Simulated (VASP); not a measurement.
Write the native input for VASP 6.6.1 that does the following.

* Task: single point
* Functional: PBEsol
* Potentials or basis: VASP PAW PBE potentials, release 64 (Hf_pv, S)
* Cutoff: 520 eV
* k mesh: 12 × 12 × 4
* Occupations: gaussian, width 0.1 eV
* Spin: no spin polarisation
* Dipole correction: no
* Further INCAR settings: ALGO = Normal; EDIFF = 1e-07; NBANDS = 35

The structure of Hf2S lies in POSCAR:

```
Hf2S
1.0
    3.4971249184      0.0000000000      0.0000000000
   -1.7485624592      3.0285990195      0.0000000000
    0.0000000000      0.0000000000     11.3493014887
Hf S
4 2
Direct
    0.6666666667      0.3333333333      0.8978866716
    0.3333333333      0.6666666667      0.3978866716
    0.6666666667      0.3333333333      0.6021133284
    0.3333333333      0.6666666667      0.1021133284
    0.0000000000      0.0000000000      0.7500000000
    0.0000000000      0.0000000000      0.2500000000
```

This cell differs from its parent crystal: biaxial strain in the a-b plane: +4.5 %.

The input as run:

INCAR

```
ALGO = Normal
EDIFF = 1E-7
ENCUT = 520
GGA = PS
ISIF = 2
ISMEAR = 0
LASPH = True
LCHARG = False
LREAL = False
LWAVE = False
NBANDS = 35
NELM = 60
PREC = Accurate
SIGMA = 0.1
```

KPOINTS

```
k-points
0
Gamma
  12 12 4
```

Potentials or basis: VASP PAW PBE potentials, release 64 (Hf_pv, S).

Launch:

```console
$ cat potpaw_PBE.64/Hf_pv/POTCAR potpaw_PBE.64/S/POTCAR > POTCAR
$ mpirun -np 1 vasp_std > vasp.out
```

Results of the run:

| Property | Result |
| --- | --- |
| Pressure | -6.8 GPa |
| Largest force | 0.054 eV/Å |
| Band gap on the k mesh | zero (bands 26 and 27 overlap by 0.87 eV) |

Caveat: the cell differs from its parent crystal (biaxial strain in the a-b plane: +4.5 %); the cell stands under tension; the PAW data sets were made with another functional, which shifts forces and pressure a little; spin-orbit coupling is left out, which moves the levels of the heavy elements.

Run time: 4.4 min on 1 thread of Intel(R) Xeon(R) Platinum 8488C (Sapphire Rapids) (shared host), peak memory 0.36 GiB.
